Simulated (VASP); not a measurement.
A run of VASP 6.6.1:

The input INCAR:

```
ALGO = Normal ; EDIFF = 1E-6
ENCUT = 520 ; GGA = PE
ISIF = 2 ; ISMEAR = 0
LASPH = True ; LCHARG = False
LREAL = False ; LWAVE = False
NBANDS = 16 ; NELM = 80
PREC = Accurate ; SIGMA = 0.01
```

File KPOINTS:

```
k-points
0
Gamma
  6 6 4
```

The input POSCAR:

```
MgO
1.0
    3.2882172281      0.0000000000      0.0000000000
   -1.6441086140      2.8476796527      0.0000000000
    0.0000000000      0.0000000000      5.0343662748
Mg O
2 2
Direct
    0.3333333333      0.6666666667     -0.0098385227
    0.6666666667      0.3333333333      0.4901614773
    0.3333333333      0.6666666667      0.3848385227
    0.6666666667      0.3333333333      0.8848385227
```

Potentials or basis: VASP PAW PBE potentials, release 64 (Mg, O).

Command:

```sh
$ cat potpaw_PBE.64/Mg/POTCAR potpaw_PBE.64/O/POTCAR > POTCAR
$ mpirun -np 1 vasp_std > vasp.out
```

Hardware: 1 thread of Intel(R) Xeon(R) 6975P-C (Granite Rapids), with other jobs on the host.

Task: How long does it take, and how much memory?

Result: Wall time 5.5 s on 1 thread of Intel(R) Xeon(R) 6975P-C (Granite Rapids) (shared host), peak memory 0.16 GiB. Counts: scf iterations 12, k points 21.
